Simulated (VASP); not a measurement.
# Ca3Si (Pm-3m) in VASP: a series of runs, part 3 of 3

VASP 6.6.1.

## (4) Single point, PBE

This run uses another cell than the first one, of 28.20 Å³/atom.

File INCAR:

```
ALGO     = Fast           # electronic algorithm
EDIFF    = 1E-6           # SCF threshold, eV
ENCUT    = 520            # plane-wave cutoff, eV
GGA      = PE             # functional
ISIF     = 2              # what is computed and relaxed
ISMEAR   = 0              # smearing method
LASPH    = T              # aspherical terms in the spheres
LCHARG   = F              # write CHGCAR
LREAL    = F              # projectors in reciprocal space
LWAVE    = F              # write WAVECAR
NBANDS   = 25             # bands
NELM     = 100            # most SCF steps
PREC     = Accurate       # precision mode
SIGMA    = 0.1            # smearing width, eV
```

File KPOINTS:

```
k-points
0
Gamma
  10 10 10
```

File POSCAR:

```
Ca3Si
1.0
    4.8315796854      0.0000000000      0.0000000000
    0.0000000000      4.8315796854      0.0000000000
    0.0000000000      0.0000000000      4.8315796854
Ca Si
3 1
Direct
    0.0000000000      0.5000000000      0.5000000000
    0.5000000000      0.0000000000      0.5000000000
    0.5000000000      0.5000000000      0.0000000000
    0.0000000000      0.0000000000      0.0000000000
```

Potentials or basis: VASP PAW PBE potentials, release 64 (Ca_sv, Si).

On the command line:

```sh
> cat potpaw_PBE.64/Ca_sv/POTCAR potpaw_PBE.64/Si/POTCAR > POTCAR
> mpirun -np 1 vasp_std > vasp.out
```

OUTCAR:

```text
EDIFF = 1E-6
   ENCUT = 520
   GGA = PE
   ISIF = 2
   ISMEAR = 0
   LASPH = T
   LREAL = F
   NELM = 100
   PREC = Accurate

 ion  position               nearest neighbor table
   1  0.000  0.500  0.500-
   2  0.500  0.000  0.500-
   3  0.500  0.500  0.000-
   4  0.000  0.000  0.000-

  LATTYP: Found a simple cubic cell.
 ALAT       =     4.8315796854

  Lattice vectors:

 A1 = (   4.8315796854,   0.0000000000,   0.0000000000)
 A2 = (   0.0000000000,   4.8315796854,   0.0000000000)
 A3 = (   0.0000000000,   0.0000000000,   4.8315796854)

Analysis of symmetry for initial positions (statically):
=====================================================================
 Subroutine PRICEL returns:
 Original cell was already a primitive cell.

 Routine SETGRP: Setting up the symmetry group for a
 simple cubic supercell.

 Subroutine GETGRP returns: Found 48 space group operations
 (whereof 48 operations were pure point group operations)
 out of a pool of 48 trial point group operations.

The static configuration has the point symmetry O_h .

Analysis of symmetry for dynamics (positions and initial velocities):
=====================================================================
 Subroutine PRICEL returns:
 Original cell was already a primitive cell.

 Routine SETGRP: Setting up the symmetry group for a
 simple cubic supercell.

 Subroutine GETGRP returns: Found 48 space group operations
 (whereof 48 operations were pure point group operations)
 out of a pool of 48 trial point group operations.

The dynamic configuration has the point symmetry O_h .

 Subroutine INISYM returns: Found 48 space group operations
 (whereof 48 operations are pure point group operations),
 and found     1 'primitive' translations

----------------------------------------------------------------------------------------

                                     Primitive cell

  volume of cell :     112.7892

  direct lattice vectors                    reciprocal lattice vectors
     4.831579685  0.000000000  0.000000000     0.206971646  0.000000000  0.000000000
     0.000000000  4.831579685  0.000000000     0.000000000  0.206971646  0.000000000
     0.000000000  0.000000000  4.831579685     0.000000000  0.000000000  0.206971646

  length of vectors
     4.831579685  4.831579685  4.831579685     0.206971646  0.206971646  0.206971646

  position of ions in fractional coordinates (direct lattice)
     0.000000000  0.500000000  0.500000000
     0.500000000  0.000000000  0.500000000
     0.500000000  0.500000000  0.000000000
     0.000000000  0.000000000  0.000000000

  ion indices of the primitive-cell ions
   primitive index   ion index
                 1           1
                 2           2
                 3           3
                 4           4

----------------------------------------------------------------------------------------

 KPOINTS: k-points

Automatic generation of k-mesh.
 Grid dimensions read from file:
 generate k-points for:   10   10   10

 Generating k-lattice:

  Cartesian coordinates                     Fractional coordinates (reciprocal lattice)
     0.020697165  0.000000000  0.000000000     0.100000000  0.000000000  0.000000000
     0.000000000  0.020697165  0.000000000     0.000000000  0.100000000  0.000000000
     0.000000000  0.000000000  0.020697165     0.000000000  0.000000000  0.100000000

  Length of vectors
     0.020697165  0.020697165  0.020697165

  Shift w.r.t. Gamma in fractional coordinates (k-lattice)
     0.000000000  0.000000000  0.000000000

 Subroutine IBZKPT returns following result:
 ===========================================

 Found     56 irreducible k-points:

 Following reciprocal coordinates:
            Coordinates               Weight
  0.000000  0.000000  0.000000      1.000000
  0.100000  0.000000  0.000000      6.000000
  0.200000  0.000000  0.000000      6.000000
  0.300000  0.000000  0.000000      6.000000
  0.400000  0.000000  0.000000      6.000000
  0.500000  0.000000  0.000000      3.000000
[... 16 lines left out ...]
  0.200000  0.100000  0.100000     24.000000
  0.300000  0.100000  0.100000     24.000000
 [... further k-points ...]
   k-points           NKPTS =     56   k-points in BZ     NKDIM =     56   number of bands    NBANDS=     25
   number of dos      NEDOS =    301   number of ions     NIONS =      4
   total plane-waves  NPLWV =  46656
   dimension x,y,z NGX =    36 NGY =   36 NGZ =   36
   dimension x,y,z NGXF=    72 NGYF=   72 NGZF=   72
   ions per type =               3   1
   NGX,Y,Z   is equivalent  to a cutoff of  12.39, 12.39, 12.39 a.u.
   NGXF,Y,Z  is equivalent  to a cutoff of  24.77, 24.77, 24.77 a.u.
 SYSTEM =  unknown system
   PREC   = accura    normal or accurate (medium, high low for compatibility)
   ISTART =      0    job   : 0-new  1-cont  2-samecut
   ICHARG =      2    charge: 1-file 2-atom 10-const
   ISPIN  =      1    spin polarized calculation?
   LNONCOLLINEAR =      F non collinear calculations
   LSORBIT =      F    spin-orbit coupling
   LASPH  =      T    aspherical Exc in radial PAW
   ENCUT  =  520.0 eV  38.22 Ry    6.18 a.u.   8.98  8.98  8.98*2*pi/ulx,y,z
   NELM   =    100;   NELMIN=  2; NELMDL= -5     # of ELM steps
   EDIFF  = 0.1E-05   stopping-criterion for ELM
   LREAL  =      F    real-space projection
   EDIFFG = 0.1E-04   stopping-criterion for IOM
   NSW    =      0    number of steps for IOM
   IBRION =     -1    ionic relax: 0-MD 1-quasi-New 2-CG
   NFREE  =      0    steps in history (QN), initial steepest desc. (CG)
   ISIF   =      2    stress and relaxation
   ISYM   =      2    0-nonsym 1-usesym 2-fastsym
   POTIM  = 0.5000    time-step for ionic-motion
   TEBEG  =    0.0;   TEEND  =   0.0 temperature during run
   PSTRESS=    0.0 pullay stress
   NELECT =      34.0000    total number of electrons
   NUPDOWN=      -1.0000    fix difference up-down
   EMIN   =  10.00;   EMAX   =-10.00  energy-range for DOS
   EFERMI =   0.00;   METHOD = LEGACY
   ISMEAR =     0;   SIGMA  =   0.10  broadening in eV -4-tet -1-fermi 0-gaus
   EFERMI_NEDOS =   21; number of points for ismear=-14 and -15
   IALGO  =     68    algorithm
   IMIX   =      4    mixing-type and parameters
     AMIX     =   0.40;   BMIX     =  1.00
     AMIX_MAG =   1.60;   BMIX_MAG =  1.00
  volume/ion in A,a.u.               =      28.20       190.28
  Fermi-wavevector in a.u.,A,eV,Ry     =   1.097687  2.074328 16.393898  1.204918
  Thomas-Fermi vector in A             =   2.234052
   LORBIT       =      0    0 simple, 1 ext, 2 COOP (PROOUT), +10 PAW based schemes
   GGA     = PE    functional components
   LHFCALC =     F    Hartree Fock is set to
   AEXX    =    0.0000 exact exchange contribution
   IVDW    =     0    specifies the selected vdW correction
   LEPSILON=     F    determine dielectric tensor
   LRPA    =     F    only Hartree local field effects (RPA)
 non-spin polarized calculation
 RMM-DIIS sequential band-by-band and
 Gauss-broadening in eV      SIGMA  =   0.10
  energy-cutoff  :      520.00
  volume of cell :      112.79
 maximum number of plane-waves:      3064
 NGX is ok and might be reduce to    36
   NGX = 17   NGY = 17   NGZ = 17

 number of electron      33.9999993 magnetization

 Free energy of the ion-electron system (eV)
  ---------------------------------------------------
  ext. energy  EPLUGINS =         0.00000000
  ---------------------------------------------------
  free energy    TOTEN  =       -11.96623857 eV

  energy without entropy =      -11.96145240  energy(sigma->0) =      -11.96384548

 E-fermi :   3.3808     XC(G=0):  -8.9278

 val. band max:        3.3676378025   @ k =   0.5000   0.5000   0.4000
 cond. band min:       3.4034679555   @ k =   0.4000   0.4000   0.4000
 fundamental gap:      0.0358301531
 Fermi energy:         3.3808076254

 k-point     1 :       0.0000    0.0000    0.0000
  band No.  band energies     occupation
      1     -37.7956      2.00000
      2     -37.7178      2.00000
      3     -37.7178      2.00000
      4     -18.9720      2.00000
      5     -18.9720      2.00000
      6     -18.9720      2.00000
[... 17 lines left out ...]
     24       7.2195      0.00000
     25       7.2195      0.00000
[... 621 lines left out ...]
      3     -37.7201      2.00000
      4     -18.9620      2.00000
      5     -18.9124      2.00000
      6     -18.8816      2.00000
[... 17 lines left out ...]
     24       6.7662      0.00000
     25       7.2295      0.00000

 [... further k-points ...]
[... 5 lines left out ...]
  --------------------------------------------------------------------------------------
  -------------------------------------------------------------------------------------
  Total        0.0602622      0.0602622      0.0602622      0.0000000     -0.0000000     -0.0000000
  in kB        0.8560289      0.8560289      0.8560289      0.0000000     -0.0000000     -0.0000000
  external PRESSURE =       0.8560289 kB  Pullay stress =       0.0000000 kB

 VOLUME and BASIS-vectors are now :
 -----------------------------------------------------------------------------
  energy-cutoff  :      520.00
  volume of cell :      112.79
      direct lattice vectors                 reciprocal lattice vectors
     4.831579685  0.000000000  0.000000000     0.206971646  0.000000000  0.000000000
     0.000000000  4.831579685  0.000000000     0.000000000  0.206971646  0.000000000
     0.000000000  0.000000000  4.831579685     0.000000000  0.000000000  0.206971646

 POSITION                                       TOTAL-FORCE (eV/Angst)
 -----------------------------------------------------------------------------------
      0.00000      2.41579      2.41579         0.000000      0.000000      0.000000
      2.41579      0.00000      2.41579         0.000000      0.000000      0.000000
      2.41579      2.41579      0.00000         0.000000      0.000000      0.000000
      0.00000      0.00000      0.00000         0.000000      0.000000      0.000000
 -----------------------------------------------------------------------------------
    total drift:                                0.000000      0.000000      0.000000

  FREE ENERGIE OF THE ION-ELECTRON SYSTEM (eV)
  ---------------------------------------------------
  free  energy   TOTEN  =       -11.9662385675 eV

  energy  without entropy=      -11.9614524016  energy(sigma->0) =      -11.96384548
```

It took 85 s on 1 thread of Intel Xeon 6975P-C (Granite Rapids), shared host; peak memory 0.29 GiB.

What came out:

```
Free energy            : -11.9662 eV
Pressure               : 0.1 GPa
Band gap on the k mesh : zero (bands 17 and 18 overlap by 0.29 eV)
```

## (5) Relaxation of cell and atoms, PBE

File INCAR:

```
SYSTEM = Ca3Si
PREC     = Accurate       ! precision mode
ENCUT    = 600            ! plane-wave cutoff, eV
EDIFF    = 1E-6           ! SCF threshold, eV
ISMEAR   = 0              ! smearing method
SIGMA    = 0.1            ! smearing width, eV
LREAL    = .FALSE.        ! projectors in reciprocal space
LASPH    = .TRUE.         ! aspherical terms in the spheres
NELM     = 100            ! most SCF steps
ALGO     = Fast           ! electronic algorithm
ISIF     = 3              ! what is computed and relaxed
LWAVE    = .FALSE.        ! write WAVECAR
LCHARG   = .FALSE.        ! write CHGCAR
GGA      = PE             ! functional
IBRION   = 2              ! ionic algorithm
NSW      = 100            ! ionic steps
EDIFFG   = -0.01          ! ionic threshold
```

File KPOINTS:

```
Automatic mesh
0
G
  10 10 10
  0 0 0
```

File POSCAR:

```
Ca3Si
1.0
    4.8233042210      0.0000000000      0.0000000000
    0.0000000000      4.8233042210      0.0000000000
    0.0000000000      0.0000000000      4.8233042210
Ca Si
3 1
Direct
    0.0000000000      0.5000000000      0.5000000000
    0.5000000000      0.0000000000      0.5000000000
    0.5000000000      0.5000000000      0.0000000000
    0.0000000000      0.0000000000      0.0000000000
```

On the command line:

```sh
> cat potpaw_PBE.64/Ca_sv/POTCAR potpaw_PBE.64/Si/POTCAR > POTCAR
> mpirun -np 1 vasp_std > vasp.out
```

Wall time 2.2 min (1 thread of Intel Xeon 6975P-C (Granite Rapids), shared host); peak memory 0.34 GiB.

It converged, with:

| Quantity | Value |
| --- | --- |
| Free energy | -11.9664 eV |
| Relaxed volume | 28.25 Å³/atom |
| Relaxed cell | a = 4.834 Å, b = 4.834 Å, c = 4.834 Å, α = 90.00°, β = 90.00°, γ = 90.00° |
| Space group after relaxing (to 0.1 Å) | Pm-3m (No. 221) |
| Energy gained by relaxing | 0.2 meV/atom |
| Ionic steps | 2 |
| Pressure after relaxing | 0.1 GPa |
| Band gap on the k mesh | zero (bands 17 and 18 overlap by 0.29 eV) |

The path:
| step | energy change (eV) | largest force (eV/Å) | pressure (GPa) | volume (Å³) |
| --- | --- | --- | --- | --- |
| 1 | 0.0000 | 0.0000 | 0.27 | 112.21 |
| 2 | -0.0008 | 0.0000 | 0.05 | 112.99 |

Final structure:
```yaml
crystal:
  lattice:
    - [4.83439, 0.00000, 0.00000]
    - [0.00000, 4.83439, 0.00000]
    - [0.00000, 0.00000, 4.83439]
  atoms:
    - { symbol: Ca, position: [0.00000, 0.50000, 0.50000] }
    - { symbol: Ca, position: [0.50000, 0.00000, 0.50000] }
    - { symbol: Ca, position: [0.50000, 0.50000, 0.00000] }
    - { symbol: Si, position: [0.00000, 0.00000, 0.00000] }
```

Levels at points of the mesh, in eV from the Fermi level:
| k point | band 13 | band 14 | band 15 | band 16 | band 17 | band 18 | band 19 | band 20 | band 21 |
| --- | --- | --- | --- | --- | --- | --- | --- | --- | --- |
| (0.00, 0.00, 0.00) | -7.02 | -1.86 | -0.02 | -0.02 | -0.02 | 0.32 | 0.33 | 1.11 | 1.11 |
| (0.50, 0.00, 0.00) | -6.43 | -3.13 | -0.53 | -0.53 | -0.34 | 1.39 | 1.64 | 1.88 | 2.01 |
| (0.50, 0.50, 0.00) | -6.13 | -2.19 | -2.19 | -0.70 | -0.64 | 1.54 | 1.75 | 1.75 | 2.34 |
| (0.50, 0.50, 0.50) | -6.12 | -1.17 | -1.17 | -1.17 | -0.26 | -0.26 | -0.26 | 0.88 | 2.97 |

## (6) Summary

| task | cell | k mesh | cutoff (eV) | gap on the mesh (eV) | pressure (GPa) | relaxed volume (Å³/atom) |
| --- | --- | --- | --- | --- | --- | --- |
| single point | a = 4.823 Å, 4 atoms | 4 × 4 × 4 | 520 | none | 0.2 | - |
| relaxation of cell and atoms | relaxed from a = 4.599 Å, 4 atoms | 4 × 4 × 4 | 600 | none | 0.0 | 28.28 |
| single point | a = 4.832 Å, 4 atoms | 10 × 10 × 10 | 520 | none | 0.1 | - |
| relaxation of cell and atoms | relaxed from a = 4.823 Å, 4 atoms | 10 × 10 × 10 | 600 | none | 0.1 | 28.25 |

Alike in all rows: level PBE; potentials or basis VASP PAW PBE potentials, release 64 (Ca_sv, Si); no spin polarisation; smearing gaussian 0.1 eV.

Caveats: the volume moved by over 15 % at a fixed basis, so the end points are rough (at least some runs).

Total energies depend on the potentials used, so only differences within one code and one set of settings carry meaning.

The gap in the log of VASP goes by the Fermi energy; the results here count the filled bands.